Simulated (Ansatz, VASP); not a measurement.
Two plane-wave programs on Hg

File INCAR:

```
SYSTEM = Hg
PREC     = Accurate       ! precision mode
ENCUT    = 520            ! plane-wave cutoff, eV
EDIFF    = 1E-6           ! SCF threshold, eV
ISMEAR   = 0              ! smearing method
SIGMA    = 0.15           ! smearing width, eV
LREAL    = .FALSE.        ! projectors in reciprocal space
LASPH    = .TRUE.         ! aspherical terms in the spheres
NELM     = 80             ! most SCF steps
ALGO     = Fast           ! electronic algorithm
ISIF     = 2              ! what is computed and relaxed
LWAVE    = .FALSE.        ! write WAVECAR
LCHARG   = .FALSE.        ! write CHGCAR
GGA      = PS             ! functional
IVDW     = 12             ! dispersion correction
NBANDS   = 19             ! bands
```

KPOINTS

```
regular mesh
0
G
  18 18 10
  0 0 0
```

POSCAR

```
Hg
1.0
    3.1323097933      0.0000000000      0.0000000000
   -1.5661548967      2.7126598536      0.0000000000
    0.0000000000      0.0000000000      4.9208586853
Hg
2
Direct
    0.6666666667      0.3333333333      0.7500000000
    0.3333333333      0.6666666667      0.2500000000
```

Input for Ansatz:

```yaml
crystal:
  lattice:
    - [3.1323097933, 0.0, 0.0]
    - [-1.5661548967, 2.7126598536, 0.0]
    - [0.0, 0.0, 4.9208586853]
  atoms:
    - { symbol: Hg, position: [0.6666666667, 0.3333333333, 0.75] }
    - { symbol: Hg, position: [0.3333333333, 0.6666666667, 0.25] }
basis:
  ecutwfc: 420
kpoints:
  mp_grid: { grid: [18, 18, 10] }
hamiltonian:
  xc: pbesol
  dispersion: d3bj
scf:
  occupations: { method: gaussian, width: 0.15 }
output:
  forces: true
  stress: true
  eigenvalues: true
```

Alike in both runs: task single point; functional PBEsol; dispersion D3(BJ); k mesh 18 × 18 × 10; occupations gaussian, width 0.15 eV; no spin polarisation.

```csv
,VASP,Ansatz
version,VASP 6.6.1,Ansatz 0.2.0
potentials or method,"VASP PAW PBE potentials, release 64 (Hg), cutoff 520 eV","scalar-relativistic, plane waves, PAW"
valence electrons in the cell,24,40
```

```csv
,VASP,Ansatz,Ansatz less VASP
gap on the k mesh at the Fermi level (eV),none,none,-
pressure (GPa),3.4,2.7,-0.69
"traceless stress, the component that is largest in VASP (GPa)",0.33,0.28,-0.047
```

VASP's potentials were made for PBE, not for PBEsol. A gap of «none» marks a metal or a gap that the smearing closes. VASP's potentials hold 24 valence electrons a cell and Ansatz's 40, so a difference there can come from the potentials and not from the codes.

Spin-orbit coupling is off throughout.
